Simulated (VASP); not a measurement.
A run of VASP 6.6.1:

File INCAR:

```
PREC = Accurate
ENCUT = 520
EDIFF = 1E-6
ISMEAR = 0
SIGMA = 0.15
LREAL = False
LASPH = True
NELM = 80
ALGO = Normal
ISIF = 2
LWAVE = False
LCHARG = False
GGA = PS
NBANDS = 11
```

Contents of KPOINTS:

```
Automatic mesh
0
Gamma
  18 18 18
```

File POSCAR:

```
Hf
1.0
   -1.8050000000      1.8050000000      1.9403750000
    1.8050000000     -1.8050000000      1.9403750000
    1.8050000000      1.8050000000     -1.9403750000
Hf
1
Direct
    0.0000000000      0.0000000000      0.0000000000
```

Potentials or basis: VASP PAW PBE potentials, release 64 (Hf_pv).

Run with:

```sh
$ cat potpaw_PBE.64/Hf_pv/POTCAR > POTCAR
$ mpirun -np 1 vasp_std > vasp.out
```

Hardware: 1 thread of Intel Xeon 8259CL, with other jobs on the host.

Problem. How long does it take, and how much memory?

Solution. It took 110 s on 1 thread of Intel Xeon 8259CL, with other jobs on the host, peak memory 0.25 GiB. Counts: scf iterations 11, k points 480.
